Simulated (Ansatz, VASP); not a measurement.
# Two plane-wave programs on Al

```
Al
1.0
     2.83943    0.00000    0.00000
     0.00000    4.01556    0.00000
     0.00000    0.00000   24.93799
Al
8
Direct
  0.50000 0.50000 0.30075
  0.00000 0.00000 0.35768
  0.50000 0.50000 0.41461
  0.00000 0.00000 0.47154
  0.50000 0.50000 0.52846
  0.00000 0.00000 0.58539
  0.50000 0.50000 0.64232
  0.00000 0.00000 0.69925
```

Alike in both runs: task single point; functional PBEsol; k mesh 12 × 9 × 1; occupations gaussian, width 0.01 eV; no spin polarisation.

|  | VASP | Ansatz |
| --- | --- | --- |
| version | VASP 6.6.1 | Ansatz 0.2.0 |
| potentials or method | VASP PAW PBE potentials, release 64 (Al), cutoff 520 eV | scalar-relativistic, plane waves, PAW |
| valence electrons in the cell | 24 | 24 |

|  | VASP | Ansatz | Ansatz less VASP |
| --- | --- | --- | --- |
| gap on the k mesh at the Fermi level (eV) | none | none | - |
| rms of the force components (eV/Å) | 0.111 | 0.112 | +0.0006 |

VASP's potentials were made for PBE, not for PBEsol. Atom by atom the forces differ by 0.001 eV/Å (rms over components). A gap of «none» marks a metal or a gap that the smearing closes.
